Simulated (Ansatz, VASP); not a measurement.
One calculation of NaCl, two programs

```xyz
2
Lattice="3.4787 0.0000 0.0000 0.0000 3.4787 0.0000 0.0000 0.0000 3.4787" Properties=species:S:1:pos:R:3 pbc="T T T"
Cl    1.7393    1.7393    1.7393
Na    0.0000    0.0000    0.0000
```

Alike in both runs: task single point; functional r2SCAN; k mesh 8 × 8 × 8; occupations fermi-dirac, width 0.05 eV; no spin polarisation.

```csv
,VASP,Ansatz
version,VASP 6.6.1,Ansatz 0.2.0
potentials or method,"VASP PAW PBE potentials, release 64 (Cl, Na_pv)",Ansatz PAW
plane-wave cutoff (eV),520,500
valence electrons in the cell,14,16
```

VASP gave:

* gap on the k mesh at the Fermi level (eV): 4.89
* least direct gap on the mesh (eV): 5.41
* pressure (GPa): -0.7

**Question.** Which values does Ansatz return?

**Answer.** gap on the k mesh at the Fermi level (eV): 4.85; least direct gap on the mesh (eV): 5.38; pressure (GPa): -0.4.

VASP's potentials were made for PBE, not for r2SCAN. With one functional, cell and mesh, what is left measures potentials, basis and numerics. VASP's potentials hold 14 valence electrons a cell and Ansatz's 16, so a difference there can come from the potentials and not from the codes.
